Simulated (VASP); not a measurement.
# Pt (I4/mmm) in VASP: a series of runs

The runs below take Pt through single point, with LDA.

All numbers are computed with VASP 6.6.1; they aren't measurements. Logs are shortened: lines on timing, memory, paths and dates and some standing lists are left out, and cuts for length are marked.

### 1 The cell of the first run

It takes space group I4/mmm (No. 139, tetragonal). The conventional cell has a = 3.557 Å, b = 3.557 Å, c = 2.515 Å, α = 90.00°, β = 90.00°, γ = 90.00°. Within 3.3 Å of Pt (site symmetry 4/mmm) lie 10 Pt at 2.51 to 2.81 Å.

### 2 Single point, LDA

INCAR

```
ALGO = Fast
EDIFF = 1E-7
ENCUT = 520
GGA = CA
ISIF = 2
ISMEAR = 0
LASPH = True
LCHARG = True
LELF = True
LREAL = False
LVHAR = True
LWAVE = False
NBANDS = 11
NELM = 100
PREC = Accurate
SIGMA = 0.15
```

KPOINTS

```
k-points
0
Gamma
  24 24 24
```

POSCAR

```
Pt
1.0
   -1.7783163460      1.7783163460      1.2572696566
    1.7783163460     -1.7783163460      1.2572696566
    1.7783163460      1.7783163460     -1.2572696566
Pt
1
Direct
    0.0000000000      0.0000000000      0.0000000000
```

Potentials or basis: VASP PAW LDA potentials, release 64 (Pt).

On the command line:

```bash
cat potpaw_LDA.64/Pt/POTCAR > POTCAR
mpirun -np 1 vasp_std > vasp.out
```

OUTCAR:

```text
EDIFF = 1E-7
   ENCUT = 520
   GGA = CA
   ISIF = 2
   ISMEAR = 0
   LASPH = True
   LREAL = False
   NELM = 100
   PREC = Accurate

 ion  position               nearest neighbor table
   1  0.000  0.000  0.000-

  LATTYP: Found a body centered tetragonal cell.
 ALAT       =     3.5566326920
 C/A-ratio  =     0.7070000000

  Lattice vectors:

 A1 = (  -1.7783163460,   1.7783163460,   1.2572696566)
 A2 = (   1.7783163460,  -1.7783163460,   1.2572696566)
 A3 = (   1.7783163460,   1.7783163460,  -1.2572696566)

Analysis of symmetry for initial positions (statically):
=====================================================================
 Subroutine PRICEL returns:
 Original cell was already a primitive cell.

 Routine SETGRP: Setting up the symmetry group for a
 body centered tetragonal supercell.

 Subroutine GETGRP returns: Found 16 space group operations
 (whereof 16 operations were pure point group operations)
 out of a pool of 16 trial point group operations.

The static configuration has the point symmetry D_4h.

Analysis of symmetry for dynamics (positions and initial velocities):
=====================================================================
 Subroutine PRICEL returns:
 Original cell was already a primitive cell.

 Routine SETGRP: Setting up the symmetry group for a
 body centered tetragonal supercell.

 Subroutine GETGRP returns: Found 16 space group operations
 (whereof 16 operations were pure point group operations)
 out of a pool of 16 trial point group operations.

The dynamic configuration has the point symmetry D_4h.

 Subroutine INISYM returns: Found 16 space group operations
 (whereof 16 operations are pure point group operations),
 and found     1 'primitive' translations

----------------------------------------------------------------------------------------

                                     Primitive cell

  volume of cell :      15.9040

  direct lattice vectors                    reciprocal lattice vectors
    -1.778316346  1.778316346  1.257269657     0.000000000  0.281164823  0.397687161
     1.778316346 -1.778316346  1.257269657     0.281164823  0.000000000  0.397687161
     1.778316346  1.778316346 -1.257269657     0.281164823  0.281164823  0.000000000

  length of vectors
     2.811680110  2.811680110  2.811680110     0.487040794  0.487040794  0.397627105

  position of ions in fractional coordinates (direct lattice)
     0.000000000  0.000000000  0.000000000

  ion indices of the primitive-cell ions
   primitive index   ion index
                 1           1

----------------------------------------------------------------------------------------

 KPOINTS: k-points

Automatic generation of k-mesh.
 Grid dimensions read from file:
 generate k-points for:   24   24   24

 Generating k-lattice:

  Cartesian coordinates                     Fractional coordinates (reciprocal lattice)
     0.000000000  0.011715201  0.016570298     0.041666667  0.000000000  0.000000000
     0.011715201  0.000000000  0.016570298     0.000000000  0.041666667  0.000000000
     0.011715201  0.011715201  0.000000000     0.000000000  0.000000000  0.041666667

  Length of vectors
     0.020293366  0.020293366  0.016567796

  Shift w.r.t. Gamma in fractional coordinates (k-lattice)
     0.000000000  0.000000000  0.000000000

 Subroutine IBZKPT returns following result:
 ===========================================

 Found   1063 irreducible k-points:

 Following reciprocal coordinates:
            Coordinates               Weight
  0.000000  0.000000  0.000000      1.000000
  0.041667  0.000000 -0.000000      8.000000
  0.083333  0.000000 -0.000000      8.000000
  0.125000  0.000000  0.000000      8.000000
  0.166667  0.000000  0.000000      8.000000
  0.208333  0.000000 -0.000000      8.000000
[... 16 lines left out ...]
  0.416667  0.041667 -0.000000     16.000000
  0.458333  0.041667  0.000000     16.000000
 [... further k-points ...]
   k-points           NKPTS =   1063   k-points in BZ     NKDIM =   1063   number of bands    NBANDS=     11
   number of dos      NEDOS =    301   number of ions     NIONS =      1
   total plane-waves  NPLWV =  13824
   dimension x,y,z NGX =    24 NGY =   24 NGZ =   24
   dimension x,y,z NGXF=    48 NGYF=   48 NGZF=   48
   ions per type =               1
   NGX,Y,Z   is equivalent  to a cutoff of  14.19, 14.19, 14.19 a.u.
   NGXF,Y,Z  is equivalent  to a cutoff of  28.38, 28.38, 28.38 a.u.
 SYSTEM =  unknown system
   PREC   = accura    normal or accurate (medium, high low for compatibility)
   ISTART =      0    job   : 0-new  1-cont  2-samecut
   ICHARG =      2    charge: 1-file 2-atom 10-const
   ISPIN  =      1    spin polarized calculation?
   LNONCOLLINEAR =      F non collinear calculations
   LSORBIT =      F    spin-orbit coupling
   LASPH  =      T    aspherical Exc in radial PAW
   ENCUT  =  520.0 eV  38.22 Ry    6.18 a.u.   5.23  5.23  5.23*2*pi/ulx,y,z
   NELM   =    100;   NELMIN=  2; NELMDL= -5     # of ELM steps
   EDIFF  = 0.1E-06   stopping-criterion for ELM
   LREAL  =      F    real-space projection
   EDIFFG = 0.1E-05   stopping-criterion for IOM
   NSW    =      0    number of steps for IOM
   IBRION =     -1    ionic relax: 0-MD 1-quasi-New 2-CG
   NFREE  =      0    steps in history (QN), initial steepest desc. (CG)
   ISIF   =      2    stress and relaxation
   ISYM   =      2    0-nonsym 1-usesym 2-fastsym
   POTIM  = 0.5000    time-step for ionic-motion
   TEBEG  =    0.0;   TEEND  =   0.0 temperature during run
   PSTRESS=    0.0 pullay stress
   NELECT =      10.0000    total number of electrons
   NUPDOWN=      -1.0000    fix difference up-down
   EMIN   =  10.00;   EMAX   =-10.00  energy-range for DOS
   EFERMI =   0.00;   METHOD = LEGACY
   ISMEAR =     0;   SIGMA  =   0.15  broadening in eV -4-tet -1-fermi 0-gaus
   EFERMI_NEDOS =   21; number of points for ismear=-14 and -15
   IALGO  =     68    algorithm
   IMIX   =      4    mixing-type and parameters
     AMIX     =   0.40;   BMIX     =  1.00
     AMIX_MAG =   1.60;   BMIX_MAG =  1.00
  volume/ion in A,a.u.               =      15.90       107.33
  Fermi-wavevector in a.u.,A,eV,Ry     =   1.402510  2.650360 26.763132  1.967035
  Thomas-Fermi vector in A             =   2.525265
   LORBIT       =      0    0 simple, 1 ext, 2 COOP (PROOUT), +10 PAW based schemes
   GGA     = CA    functional components
   LHFCALC =     F    Hartree Fock is set to
   AEXX    =    0.0000 exact exchange contribution
   IVDW    =     0    specifies the selected vdW correction
   LEPSILON=     F    determine dielectric tensor
   LRPA    =     F    only Hartree local field effects (RPA)
 non-spin polarized calculation
 RMM-DIIS sequential band-by-band and
 Gauss-broadening in eV      SIGMA  =   0.15
  energy-cutoff  :      520.00
  volume of cell :       15.90
 maximum number of plane-waves:       449
 NGX is ok and might be reduce to    24
   NGX = 11   NGY = 11   NGZ = 11

 number of electron      10.0000001 magnetization

 Free energy of the ion-electron system (eV)
  ---------------------------------------------------
  ext. energy  EPLUGINS =         0.00000000
  ---------------------------------------------------
  free energy    TOTEN  =        -7.29198797 eV

  energy without entropy =       -7.27860219  energy(sigma->0) =       -7.28529508

 E-fermi :  10.0929     XC(G=0): -13.3305

 val. band max:       10.0909812627   @ k =  -0.3333   0.3750   0.3333
 cond. band min:      10.0930259059   @ k =  -0.2917   0.4167   0.2500
 fundamental gap:      0.0020446432
 Fermi energy:        10.0929393322

 k-point     1 :       0.0000    0.0000    0.0000
  band No.  band energies     occupation
      1       0.4349      2.00000
      2       4.9722      2.00000
      3       5.5024      2.00000
      4       8.3987      2.00000
      5       8.3987      2.00000
      6       9.8528      1.97641
      7      24.6397      0.00000
      8      24.6397      0.00000
      9      33.8723      0.00000
     10      34.0459      0.00000
     11      34.2324      0.00000

 k-point     2 :       0.0417    0.0000   -0.0000
  band No.  band energies     occupation
      1       0.5252      2.00000
      2       5.0064      2.00000
      3       5.5587      2.00000
      4       8.3391      2.00000
      5       8.3426      2.00000
      6       9.8216      1.98947
      7      24.7525      0.00000
      8      24.7785      0.00000
      9      33.1130      0.00000
     10      33.5415      0.00000
     11      34.1797      0.00000

 k-point     3 :       0.0833    0.0000   -0.0000
  band No.  band energies     occupation
      1       0.7922      2.00000
      2       5.1015      2.00000
      3       5.7223      2.00000
      4       8.1749      2.00000
      5       8.1919      2.00000
      6       9.7353      1.99925
      7      25.0519      0.00000
      8      25.1764      0.00000
      9      31.7977      0.00000
     10      33.1188      0.00000
     11      33.9759      0.00000

 k-point     4 :       0.1250    0.0000    0.0000
  band No.  band energies     occupation
      1       1.2225      2.00000
      2       5.2319      2.00000
      3       5.9727      2.00000
      4       7.9562      2.00000
      5       7.9980      2.00000
      6       9.6096      1.99999
      7      25.4156      0.00000
      8      25.7779      0.00000
      9      30.4665      0.00000
     10      32.9095      0.00000
     11      33.5172      0.00000
[... 239 lines left out ...]
 k-point    22 :       0.3750    0.0417   -0.0000
  band No.  band energies     occupation
      1       3.6191      2.00000
      2       4.4995      2.00000
      3       8.5639      2.00000
      4       8.9739      2.00000
      5       9.8543      1.97557
      6      10.9688      0.00000
      7      20.4660      0.00000
      8      23.7762      0.00000
      9      24.4200      0.00000
     10      31.0361      0.00000
     11      33.3995      0.00000

 k-point    23 :       0.4167    0.0417   -0.0000
  band No.  band energies     occupation
      1       3.5431      2.00000
      2       4.3705      2.00000
      3       8.5382      2.00000
      4       9.5652      2.00000
      5      10.3996      0.00384
      6      11.6575      0.00000
      7      19.2320      0.00000
      8      22.9648      0.00000
      9      23.7255      0.00000
     10      31.3305      0.00000
     11      32.8115      0.00000

 k-point    24 :       0.4583    0.0417    0.0000
  band No.  band energies     occupation
      1       3.5023      2.00000
      2       4.3137      2.00000
      3       8.5162      2.00000
      4       9.8972      1.93506
      5      10.7261      0.00000
      6      12.0126      0.00000
      7      18.4842      0.00000
      8      22.6027      0.00000
      9      23.3472      0.00000
     10      31.7512      0.00000
     11      32.3106      0.00000

 [... further k-points ...]

------------------------ aborting loop because EDIFF is reached ----------------------------------------

  FORCE on cell =-STRESS in cart. coord.  units (eV):
  Direction    XX          YY          ZZ          XY          YZ          ZX
  --------------------------------------------------------------------------------------
  -------------------------------------------------------------------------------------
  Total       -2.0521467     -2.0521467      2.3358073      0.0000000      0.0000000      0.0000000
  in kB     -206.7342947   -206.7342947    235.3104068      0.0000000      0.0000000      0.0000000
  external PRESSURE =     -59.3860609 kB  Pullay stress =       0.0000000 kB

 VOLUME and BASIS-vectors are now :
 -----------------------------------------------------------------------------
  energy-cutoff  :      520.00
  volume of cell :       15.90
      direct lattice vectors                 reciprocal lattice vectors
    -1.778316346  1.778316346  1.257269657     0.000000000  0.281164823  0.397687161
     1.778316346 -1.778316346  1.257269657     0.281164823  0.000000000  0.397687161
     1.778316346  1.778316346 -1.257269657     0.281164823  0.281164823  0.000000000

 POSITION                                       TOTAL-FORCE (eV/Angst)
 -----------------------------------------------------------------------------------
      0.00000      0.00000      0.00000         0.000000      0.000000      0.000000
 -----------------------------------------------------------------------------------
    total drift:                                0.000000      0.000000     -0.000000

  FREE ENERGIE OF THE ION-ELECTRON SYSTEM (eV)
  ---------------------------------------------------
  free  energy   TOTEN  =        -7.2919879742 eV

  energy  without entropy=       -7.2786021865  energy(sigma->0) =       -7.28529508
```

Wall time 68 s (1 thread of Intel Xeon 6975P-C (Granite Rapids), shared host); peak memory 0.29 GiB.

What came out:

| Quantity | Value |
| --- | --- |
| Free energy | -7.2920 eV |
| Pressure | -5.9 GPa |
| Band gap on the k mesh | zero (bands 5 and 6 overlap by 2.07 eV) |

Stress tensor (GPa, compression positive):
```
-20.67   0.00   0.00
  0.00 -20.67   0.00
  0.00   0.00  23.53
```

Caveat: the cell stands under tension; spin-orbit coupling is left out, which moves the levels of the heavy elements.

### 3 Single point, LDA

INCAR

```
SYSTEM = Pt
ALGO = Fast
EDIFF = 1E-7
ENCUT = 520
GGA = CA
ISIF = 2
ISMEAR = 0
LASPH = .TRUE.
LCHARG = .TRUE.
LELF = .TRUE.
LREAL = .FALSE.
LVHAR = .TRUE.
LWAVE = .FALSE.
NBANDS = 11
NELM = 60
PREC = Accurate
SIGMA = 0.15
```

KPOINTS

```
k-points
0
G
  24 24 24
  0 0 0
```

POSCAR

```
Pt
1.0
   -1.6724090789      1.6724090789      1.4215477170
    1.6724090789     -1.6724090789      1.4215477170
    1.6724090789      1.6724090789     -1.4215477170
Pt
1
Direct
    0.0000000000      0.0000000000      0.0000000000
```

Potentials or basis: VASP PAW LDA potentials, release 64 (Pt).

On the command line:

```bash
cat potpaw_LDA.64/Pt/POTCAR > POTCAR
mpirun -np 1 vasp_std > vasp.out
```

It took 66 s on 1 thread of Intel Xeon 6975P-C (Granite Rapids), shared host; peak memory 0.29 GiB.

The run converged. Its results:

* Free energy: -7.4236 eV
* Pressure: -16.2 GPa
* Band gap on the k mesh: zero (bands 5 and 6 overlap by 2.01 eV)

Stress tensor (GPa, compression positive):
```
-12.65   0.00   0.00
  0.00 -12.65   0.00
  0.00   0.00 -23.27
```

Levels at points of the mesh, in eV from the Fermi level:
| k point | band 2 | band 3 | band 4 | band 5 | band 6 | band 7 | band 8 | band 9 |
| --- | --- | --- | --- | --- | --- | --- | --- | --- |
| (0.00, 0.00, 0.00) | -4.41 | -2.93 | -2.93 | -2.42 | -0.40 | 15.93 | 15.93 | 19.56 |
| (0.50, 0.00, 0.00) | -5.40 | -1.36 | 0.11 | 0.62 | 0.75 | 6.71 | 12.62 | 14.38 |
| (0.50, 0.50, 0.00) | -3.85 | -2.63 | -1.23 | -0.46 | 0.67 | 5.20 | 14.55 | 18.41 |
| (0.50, 0.50, 0.50) | -6.13 | 0.25 | 0.25 | 0.68 | 5.95 | 5.95 | 11.05 | 11.74 |

Caveat: the cell stands under tension; spin-orbit coupling is left out, which moves the levels of the heavy elements.
